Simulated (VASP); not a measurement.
# Mg2Ge (Fm-3m) in VASP: elastic constants with r2SCAN

Aim: the elastic constants of Mg2Ge with r2SCAN.

Program: VASP 6.6.1. These are calculated values, not measurements. Logs are shortened: lines on timing, memory, paths and dates and some standing lists are left out, and cuts for length are marked.

### 1 The cell of the first run

The structure is cubic, space group Fm-3m (No. 225). The conventional cell has a = 6.234 Å, b = 6.234 Å, c = 6.234 Å, α = 90.00°, β = 90.00°, γ = 90.00°. Mg (site symmetry -43m) has 4 Ge at 2.70 Å and 6 Mg at 3.12 Å within 3.6 Å. Ge (site symmetry m-3m) has 8 Mg at 2.70 Å within 3.6 Å.

### 2 Elastic constants, r2SCAN

INCAR

```
SYSTEM = Mg2Ge
PREC = Accurate
ENCUT = 660
EDIFF = 1E-8
ISMEAR = 0
SIGMA = 0.01
LREAL = .FALSE.
LASPH = .TRUE.
NELM = 120
ALGO = Normal
ISIF = 3
LWAVE = .FALSE.
LCHARG = .FALSE.
METAGGA = R2SCAN
LMIXTAU = .TRUE.
NBANDS = 16
IBRION = 6
NFREE = 2
POTIM = 0.015
NSW = 1
GGA_COMPAT = .FALSE.
```

KPOINTS

```
Automatic mesh
0
G
  6 6 6
  0 0 0
```

POSCAR

```
Mg2Ge
1.0
    0.0000000000      3.1169381148      3.1169381148
    3.1169381148      0.0000000000      3.1169381148
    3.1169381148      3.1169381148      0.0000000000
Mg Ge
2 1
Direct
    0.2500000000      0.2500000000      0.2500000000
    0.7500000000      0.7500000000      0.7500000000
    0.0000000000      0.0000000000      0.0000000000
```

Potentials or basis: VASP PAW PBE potentials, release 64 (Mg, Ge_d).

Command:

```sh
$ cat potpaw_PBE.64/Mg/POTCAR potpaw_PBE.64/Ge_d/POTCAR > POTCAR
$ mpirun -np 1 vasp_std > vasp.out
```

OUTCAR:

```text
SYSTEM = Mg2Ge
   PREC = Accurate
   ENCUT = 660
   EDIFF = 1E-8
   ISMEAR = 0
   LREAL = .FALSE.
   LASPH = .TRUE.
   NELM = 120
   ISIF = 3
   METAGGA = R2SCAN
   IBRION = 6
   NFREE = 2
   POTIM = 0.015
   NSW = 1

 ion  position               nearest neighbor table
   1  0.250  0.250  0.250-   3 2.70   3 2.70   3 2.70   3 2.70   2 3.12   2 3.12   2 3.12   2 3.12
                             2 3.12   2 3.12
   2  0.750  0.750  0.750-   3 2.70   3 2.70   3 2.70   3 2.70   1 3.12   1 3.12   1 3.12   1 3.12
                             1 3.12   1 3.12
   3  0.000  0.000  0.000-   2 2.70   2 2.70   2 2.70   1 2.70   2 2.70   1 2.70   1 2.70   1 2.70

  LATTYP: Found a face centered cubic cell.
 ALAT       =     6.2338762296

  Lattice vectors:

 A1 = (   0.0000000000,   3.1169381148,   3.1169381148)
 A2 = (   3.1169381148,   0.0000000000,   3.1169381148)
 A3 = (   3.1169381148,   3.1169381148,   0.0000000000)

Analysis of symmetry for initial positions (statically):
=====================================================================
 Subroutine PRICEL returns:
 Original cell was already a primitive cell.

 Routine SETGRP: Setting up the symmetry group for a
 face centered cubic supercell.

 Subroutine GETGRP returns: Found 48 space group operations
 (whereof 48 operations were pure point group operations)
 out of a pool of 48 trial point group operations.

The static configuration has the point symmetry O_h .

Analysis of symmetry for dynamics (positions and initial velocities):
=====================================================================
 Subroutine PRICEL returns:
 Original cell was already a primitive cell.

 Routine SETGRP: Setting up the symmetry group for a
 face centered cubic supercell.

 Subroutine GETGRP returns: Found 48 space group operations
 (whereof 48 operations were pure point group operations)
 out of a pool of 48 trial point group operations.

[... 790 lines left out ...]
      5     -20.2825      2.00000
      6      -4.7993      2.00000
[... 8 lines left out ...]
     15      10.6129      0.00000
     16      15.0915      0.00000

 [... further k-points ...]

------------------------ aborting loop because EDIFF is reached ----------------------------------------

  FORCE on cell =-STRESS in cart. coord.  units (eV):
  Direction    XX          YY          ZZ          XY          YZ          ZX
  --------------------------------------------------------------------------------------
  -------------------------------------------------------------------------------------
  Total        1.3949842      1.3962872      1.3962872     -0.0000000      0.0000000      0.0000000
  in kB       36.9033125     36.9377809     36.9377809     -0.0000000      0.0000000      0.0000000
  external PRESSURE =      36.9262915 kB  Pullay stress =       0.0000000 kB
[... 18 lines left out ...]
  FREE ENERGIE OF THE ION-ELECTRON SYSTEM (eV)
  ---------------------------------------------------
  free  energy   TOTEN  =       -23.1721898518 eV

  energy  without entropy=      -23.1721898518  energy(sigma->0) =      -23.17218985

 INTERNAL STRAIN TENSORS FROM STRAINED CELLS
 ============================================

 INTERNAL STRAIN TENSOR FOR ION    1 for displacements in x,y,z  (eV/Angst):
          X           Y           Z          XY          YZ          ZX
  --------------------------------------------------------------------------------
  x     0.00000    -0.00000    -0.00000    -0.00000    -2.28087     0.00000
  y     0.00000     0.00000     0.00000    -0.00000    -0.00000    -2.28090
  z     0.00000     0.00000     0.00000    -2.28081    -0.00000    -0.00000

 INTERNAL STRAIN TENSORS FROM DISPLACED ATOMS
 ============================================

 INTERNAL STRAIN TENSOR FOR ION    1 for displacements in x,y,z  (eV/Angst):
          X           Y           Z          XY          YZ          ZX
  --------------------------------------------------------------------------------
  x     0.00000     0.00000     0.00000     0.00000    -2.27211     0.00000
  y     0.00000     0.00000     0.00000     0.00000     0.00000    -2.27211
  z     0.00000     0.00000     0.00000    -2.27211     0.00000     0.00000

 INTERNAL STRAIN TENSOR FOR ION    3 for displacements in x,y,z  (eV/Angst):
          X           Y           Z          XY          YZ          ZX
  --------------------------------------------------------------------------------
  x     0.00000     0.00000     0.00000     0.00000     0.00000     0.00000
  y     0.00000     0.00000     0.00000     0.00000     0.00000     0.00000
  z     0.00000     0.00000     0.00000     0.00000     0.00000     0.00000

 Eigenvectors and eigenvalues of the dynamical matrix
 ----------------------------------------------------

   1 f  =    8.481144 THz    53.288601 2PiTHz  282.900524 cm-1    35.075179 meV
             X         Y         Z           dx          dy          dz
      1.558469  1.558469  1.558469     0.597423    0.338969    0.167886
      4.675407  4.675407  4.675407    -0.597423   -0.338969   -0.167886
      0.000000  0.000000  0.000000     0.000000   -0.000000    0.000000
[... 43 lines left out ...]
   9 f/i=    0.007105 THz     0.044644 2PiTHz    0.237007 cm-1     0.029385 meV
             X         Y         Z           dx          dy          dz
      1.558469  1.558469  1.558469     0.290615    0.338836   -0.027586
      4.675407  4.675407  4.675407     0.290615    0.338836   -0.027586
      0.000000  0.000000  0.000000     0.503302    0.586813   -0.047776

--------------------------------------------------------------------------------------------------------

 ELASTIC MODULI CONTR FROM IONIC RELAXATION (kBar)
 Direction    XX          YY          ZZ          XY          YZ          ZX
 --------------------------------------------------------------------------------
 XX           0.0000      0.0000      0.0000      0.0000      0.0000      0.0000
 YY           0.0000      0.0000      0.0000      0.0000      0.0000      0.0000
 ZZ           0.0000      0.0000      0.0000      0.0000      0.0000      0.0000
 XY           0.0000      0.0000      0.0000    -38.1840      0.0000      0.0000
 YZ           0.0000      0.0000      0.0000      0.0000    -38.1840     -0.0000
 ZX           0.0000      0.0000      0.0000      0.0000     -0.0000    -38.1840
 --------------------------------------------------------------------------------

 TOTAL ELASTIC MODULI (kBar)
 Direction    XX          YY          ZZ          XY          YZ          ZX
 --------------------------------------------------------------------------------
 XX        1417.6618    303.1005    303.1005     -0.0000     -0.0000     -0.0000
 YY         303.1005   1417.6618    303.1005      0.0000      0.0000     -0.0000
 ZZ         303.1005    303.1005   1417.6618      0.0000     -0.0000     -0.0000
 XY          -0.0000      0.0000      0.0000    566.3954      0.0000      0.0000
 YZ          -0.0000      0.0000     -0.0000      0.0000    566.3954     -0.0000
 ZX          -0.0000     -0.0000     -0.0000      0.0000     -0.0000    566.3954
 --------------------------------------------------------------------------------
```

OSZICAR:

```text
N       E                     dE             d eps       ncg     rms          rms(c)
DAV:   1     0.839172094197E+02    0.83917E+02   -0.10233E+04   528   0.227E+03
DAV:   2    -0.107548306734E+02   -0.94672E+02   -0.89591E+02   528   0.508E+02
DAV:   3    -0.245705885200E+02   -0.13816E+02   -0.13755E+02   648   0.103E+02
DAV:   4    -0.249800999151E+02   -0.40951E+00   -0.40943E+00   600   0.178E+01
[... 303 lines left out ...]
DAV:  10    -0.231721899871E+02   -0.76403E-07   -0.18218E-07  1048   0.413E-03    0.408E-04
DAV:  11    -0.231721898260E+02    0.16111E-06   -0.37401E-08  1080   0.179E-03    0.198E-04
DAV:  12    -0.231721898679E+02   -0.41894E-07   -0.89445E-09   904   0.926E-04    0.555E-05
DAV:  13    -0.231721898485E+02    0.19450E-07   -0.12509E-09   664   0.378E-04    0.515E-05
DAV:  14    -0.231721898518E+02   -0.33087E-08   -0.56576E-10   648   0.208E-04
  17 F= -.23172190E+02 E0= -.23172190E+02  d E =-.586071E-25
```

stdout:

```text
POSCAR found type information on POSCAR MgGe
 POSCAR found :  2 types and       3 ions
 scaLAPACK will be used
 -----------------------------------------------------------------------------
|                                                                             |
|                                                                             |
|     You enforced a specific xc type in the INCAR file but a different       |
|     I HOPE YOU KNOW WHAT YOU ARE DOING!                                     |
|                                                                             |
[... 33 lines left out ...]
 Finite differences progress:
 bond charge predicted
 Finite differences progress:
 bond charge predicted
 Finite differences progress:
 bond charge predicted
 Finite differences progress:
 bond charge predicted
 Finite differences progress:
 bond charge predicted
 Finite differences progress:
```

Wall time 38 min (1 thread of Intel Xeon 6975P-C (Granite Rapids), shared host); peak memory 0.36 GiB.

What came out:

| Item | Value |
| --- | --- |
| Elastic constants C11, C12, C44 | 142, 30, 57 GPa |
| Voigt bulk modulus | 67 GPa |
| Highest phonon frequency at Γ | 283 cm⁻¹ |

Phonon frequencies in cm⁻¹ (negative: imaginary):
```tsv
q point	frequencies
(0.000, 0.000, 0.000)	0 0 0 244 244 244 283 283 283
```

Elastic tensor in Voigt notation (GPa, in the Cartesian axes of the cell as first typed):
```
142  30  30   0   0   0
 30 142  30   0   0   0
 30  30 142   0   0   0
  0   0   0  57   0   0
  0   0   0   0  57   0
  0   0   0   0   0  57
```

Clamped-ion elastic tensor (GPa):
```
142  30  30   0   0   0
 30 142  30   0   0   0
 30  30 142   0   0   0
  0   0   0  60   0   0
  0   0   0   0  60   0
  0   0   0   0   0  60
```

Caveat: the cell is under stress, which shifts elastic constants; the PAW data sets were made with another functional, which shifts forces and pressure a little.
